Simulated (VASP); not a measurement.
HfO2:

```
Hf O
1.0
     3.60430    0.00000    0.00000
     0.00000    3.60430    0.00000
     0.00000    0.00000    5.26397
Hf O
2 4
Direct
  0.50143 0.48819 0.50644
  0.00469 0.99560 0.02482
  0.00145 0.49071 0.68841
  0.52162 0.01101 0.80678
  0.47662 0.99128 0.30142
  0.99420 0.52321 0.17214
```

| Property | Result |
| --- | --- |
| Program | VASP 6.6.1 |
| Task | relaxation of the atoms |
| Functional | PBE |
| Potentials or basis | VASP PAW PBE potentials, release 64 (Hf_pv, O) |
| Cutoff | 520 eV |
| k mesh | 6 × 6 × 4 |
| Occupations | gaussian, width 0.05 eV |
| Spin | no spin polarisation |

At the start: pressure 2.1 GPa; volume 11.40 Å³/atom.

Task: How do energy, volume and symmetry change on relaxing?

Result: Over 14 steps the energy falls by 88.9 meV/atom at a fixed cell; space group P1 (No. 1, to 0.1 Å) before, Pmn2_1 (No. 31, to 0.1 Å).

Step by step:
```tsv
step	energy change (eV)	largest force (eV/Å)	pressure (GPa)
1	0.0000	4.2242	2.08
2	-0.2246	2.7380	0.31
3	-0.4465	1.1218	-0.97
4	-0.5196	0.3115	-1.97
5	-0.5212	0.3185	-2.04
6	-0.5283	0.1280	-2.30
7	-0.5284	0.1391	-2.32
8	-0.5308	0.0979	-2.43
9	-0.5311	0.1618	-2.49
10	-0.5328	0.0670	-2.57
11	-0.5330	0.0790	-2.61
12	-0.5334	0.0185	-2.62
13	-0.5334	0.0169	-2.62
14	-0.5335	0.0088	-2.60
```

Final structure:
```
CELL_PARAMETERS angstrom
3.60430 0.00000 0.00000
0.00000 3.60430 0.00000
0.00000 0.00000 5.26397
ATOMIC_POSITIONS crystal
Hf 0.50782 0.49960 0.50013
Hf 0.00760 0.99968 0.99984
O 0.00579 0.50062 0.69173
O 0.50577 0.00065 0.80827
O 0.48646 0.99971 0.30877
O 0.98655 0.49975 0.19126
```
